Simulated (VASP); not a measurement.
## BaTiO3: electric field gradients with PBE

Crystal: BaTiO3.

```xyz
5
Lattice="3.9028 0.0000 0.0000 0.0000 2.7791 2.7877 0.0000 -2.7791 2.7877" Properties=species:S:1:pos:R:3 pbc="T T T"
Ba    0.0000    0.0000    0.0000
Ti    1.9514    0.0000    2.8318
O     0.0000    0.0000    2.7437
O     1.9514   -1.3651    4.1710
O     1.9514    1.3651    4.1710
```

This cell differs from its parent crystal: volume scaled by 0.94.

| Quantity | Value |
| --- | --- |
| Program | VASP 6.6.1 |
| Task | electric field gradients |
| Functional | PBE |
| Potentials or basis | VASP PAW PBE potentials, release 64 (Ba_sv, Ti_sv, O) |
| Cutoff | 520 eV |
| k mesh | 8 × 8 × 8 |
| Occupations | fermi-dirac, width 0.05 eV |
| Spin | no spin polarisation |
| Dipole correction | no |
| Further INCAR settings | ALGO = Normal; EDIFF = 1e-08; NBANDS = 28 |

* Pressure: 16.3 GPa
* Largest force: 0.175 eV/Å
* Band gap on the k mesh: 1.91 eV, indirect (least direct gap 2.03 eV)

Forces on the atoms (eV/Å):
```
Ba   0.000  0.000  0.092
Ti   0.000  0.000 -0.048
O    0.000  0.000  0.071
O    0.000 -0.166 -0.057
O    0.000  0.166 -0.057
```

Stress tensor (GPa, compression positive):
```
17.18  0.00  0.00
 0.00 16.21  0.00
 0.00  0.00 15.39
```

Levels at points of the mesh, in eV from the valence-band top:
```
           k point  band 18  band 19  band 20  band 21  band 22  band 23
(0.00, 0.00, 0.00)    -0.19    -0.15    -0.12     1.91     1.94     2.03
(0.50, 0.00, 0.00)    -1.87    -0.78    -0.74     2.12     3.84     3.88
(0.00, 0.50, 0.00)    -1.81    -0.76    -0.72     2.15     3.80     3.82
(0.50, 0.50, 0.00)    -0.83    -0.82    -0.10     3.82     3.87     4.27
(0.00, 0.50, 0.50)    -0.88    -0.86    -0.14     3.81     3.84     4.24
(0.50, 0.50, 0.50)    -0.03     0.00     0.00     4.55     4.55     4.58
```

Electric field gradients, principal values (V/Å²):
| atom | least | middle | greatest (by size) |
| --- | --- | --- | --- |
| 1 Ba | 0.679 | 0.852 | -1.531 |
| 2 Ti | 3.004 | 3.463 | -6.467 |
| 3 O | -8.937 | -9.804 | 18.742 |
| 4 O | -8.987 | -10.434 | 19.421 |
| 5 O | -8.987 | -10.434 | 19.421 |

It took 90 s on 1 thread of Intel(R) Xeon(R) 6975P-C (Granite Rapids) (shared host), peak memory 0.3 GiB.

Caveat: without QUAD_EFG the Cq values of the log hold for a quadrupole moment of 1 mb, not for the nuclei; spin-orbit coupling is left out, which moves the levels of the heavy elements. A k mesh can miss the band edges.
